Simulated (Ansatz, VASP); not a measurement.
## As in VASP and in Ansatz

```xyz
2
Lattice="0.0000 2.8264 2.8264 2.8264 0.0000 2.8264 2.8264 2.8264 0.0000" Properties=species:S:1:pos:R:3 pbc="T T T"
As    2.8264    2.8264    2.8264
As    4.2396    4.2396    4.2396
```

Alike in both runs: task relaxation of cell and atoms; functional PBE; k mesh 6 × 6 × 6; occupations gaussian, width 0.1 eV; no spin polarisation.

|  | VASP | Ansatz |
| --- | --- | --- |
| version | VASP 6.6.1 | Ansatz 0.2.0 |
| potentials or method | VASP PAW PBE potentials, release 64 (As), cutoff 600 eV | scalar-relativistic, plane waves, PAW |
| valence electrons in the cell | 10 | 30 |

|  | VASP | Ansatz | Ansatz less VASP |
| --- | --- | --- | --- |
| gap on the k mesh at the Fermi level, each at its own relaxed structure (eV) | none | none | - |
| relaxed volume (Å³/atom) | 28.86 | 28.77 | -0.088 |
| relaxed cell length with the largest relative difference (Å) | 4.338 | 4.334 | -0.0044 |

A gap of «none» marks a metal or a gap that the smearing closes. VASP's potentials hold 10 valence electrons a cell and Ansatz's 30, so a difference there can come from the potentials and not from the codes.

Noted on VASP's run: the volume moved by over 15 % at a fixed basis, so the end points are rough.
